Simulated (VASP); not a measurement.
Runs of VASP 6.6.1 on Sn. The structure is that of space group R-3m (No. 166), or close to it. The cells are those of the table. 

```csv
cell,further INCAR settings,gap on the mesh (eV),pressure (GPa)
"a = 3.706 Å, angles 115.8°, 1 atom",ALGO = Fast; EDIFF = 1e-07; NBANDS = 13,none,30.0
"a = 3.534 Å, angles 114.3°, 1 atom",ALGO = Fast; EDIFF = 1e-06; NBANDS = 13,none,10.6
"a = 3.912 Å, angles 117.0°, 1 atom",ALGO = Fast; EDIFF = 1e-06; NBANDS = 13,none,(a)
"a = 3.047 Å, angles 101.6°, 1 atom",ALGO = Fast; EDIFF = 1e-07; NBANDS = 13,none,2.5
```

Alike in all rows: task single point; level PBEsol; potentials or basis VASP PAW PBE potentials, release 64 (Sn_d); no spin polarisation; k mesh 24 × 24 × 24; cutoff (eV) 520; smearing gaussian 0.15 eV.

Problem. Fill in the values left out.

Solution. (a) 72.2.

Caveats: the PAW data sets were made with another functional, which shifts forces and pressure a little; spin-orbit coupling is left out, which moves the levels of the heavy elements; the cell stands under pressure (at least some runs).

A k mesh can miss the band edges, and the runs leave out spin-orbit coupling on Sn.

A gap of «none» marks levels without a gap at the run's occupations.
